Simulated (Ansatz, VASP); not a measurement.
**SnTe in VASP and in Ansatz**

```xyz
2
Lattice="0.0000 3.2065 3.2065 3.2065 0.0000 3.2065 3.2065 3.2065 0.0000" Properties=species:S:1:pos:R:3 pbc="T T T"
Sn    0.0000    0.0000    0.0000
Te    3.2065    3.2065    3.2065
```

Alike in both runs: functional PBE; k mesh 10 × 10 × 10; occupations gaussian, width 0.01 eV; no spin polarisation.

Ansatz relaxed the structure, and its values are those at the end. VASP's run is a single point on that final structure, the one shown.

```csv
,VASP,Ansatz
version,VASP 6.6.1,Ansatz 0.2.0
potentials or method,"VASP PAW PBE potentials, release 64 (Sn_d, Te), cutoff 520 eV","scalar-relativistic, plane waves, PAW"
valence electrons in the cell,20,30
```

VASP gave:

- gap on the k mesh at the Fermi level (eV): 0.06
- least direct gap on the mesh (eV): 0.06
- pressure (GPa): -0.1

Task: Which values does Ansatz return?

Result: gap on the k mesh at the Fermi level (eV): 0.06; least direct gap on the mesh (eV): 0.06; pressure (GPa): 0.0.

VASP's potentials hold 20 valence electrons a cell and Ansatz's 30, so a difference there can come from the potentials and not from the codes.

Neither program's run includes spin-orbit coupling.
